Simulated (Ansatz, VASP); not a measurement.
Sb: VASP beside Ansatz

File INCAR:

```
SYSTEM = Sb
ALGO = Normal ; DIPOL = 0.5 0.5 0.500
EDIFF = 1E-6 ; ENCUT = 520
GGA = PE ; IDIPOL = 3
ISIF = 2 ; ISMEAR = -1
LASPH = .TRUE. ; LCHARG = .FALSE.
LDIPOL = .TRUE. ; LREAL = .FALSE.
LWAVE = .FALSE. ; NBANDS = 14
NELM = 60 ; PREC = Accurate
SIGMA = 0.1
```

KPOINTS

```
k-points
0
G
  11 11 1
  0 0 0
```

Contents of POSCAR:

```
Sb
1.0
    3.3888387676      0.0000000000      0.0000000000
   -1.6944193838      2.9348204621      0.0000000000
    0.0000000000      0.0000000000     21.5340000000
Sb
3
Direct
    0.1666666665      0.3333333335      0.3715066748
    0.5000000005      0.9999999995      0.4999999996
    0.8333333335      0.6666666665      0.6284933252
```

Input for Ansatz:

```yaml
crystal:
  lattice:
    - [3.3888387676, 0.0, 0.0]
    - [-1.6944193838, 2.9348204621, 0.0]
    - [0.0, 0.0, 21.534]
  atoms:
    - { symbol: Sb, position: [0.1666666665, 0.3333333335, 0.3715066748] }
    - { symbol: Sb, position: [0.5000000005, 0.9999999995, 0.4999999996] }
    - { symbol: Sb, position: [0.8333333335, 0.6666666665, 0.6284933252] }
kpoints:
  mp_grid: { grid: [11, 11, 1] }
scf:
  occupations: { method: fermi_dirac, width: 0.1 }
hamiltonian:
  xc: pbe
  pseudopotentials: { kind: all_electron, lapw: { basis_error: 0.001 } }
output:
  forces: true
  stress: true
  eigenvalues: true
  populations: true
  dos: { projected: true, de: 0.2, e_range: [-14, 8] }
efield:
  axis: 3
  amplitude: 0
  dipole_correction: true
```

Alike in both runs: task single point; functional PBE; k mesh 11 × 11 × 1; occupations fermi-dirac, width 0.1 eV; no spin polarisation.

```csv
,VASP,Ansatz
version,VASP 6.6.1,Ansatz 0.2.0
potentials or method,"VASP PAW PBE potentials, release 64 (Sb), cutoff 520 eV","all-electron LAPW, scalar-relativistic"
```

VASP gave:

```
rms of the force components (eV/Å) : 0.066
```

Question: Which values does Ansatz return?

Answer: rms of the force components (eV/Å): 0.062.

Atom by atom the forces differ by 0.003 eV/Å (rms over components). Ansatz ran all-electron here, and VASP with PAW potentials.

Spin-orbit coupling is off throughout.
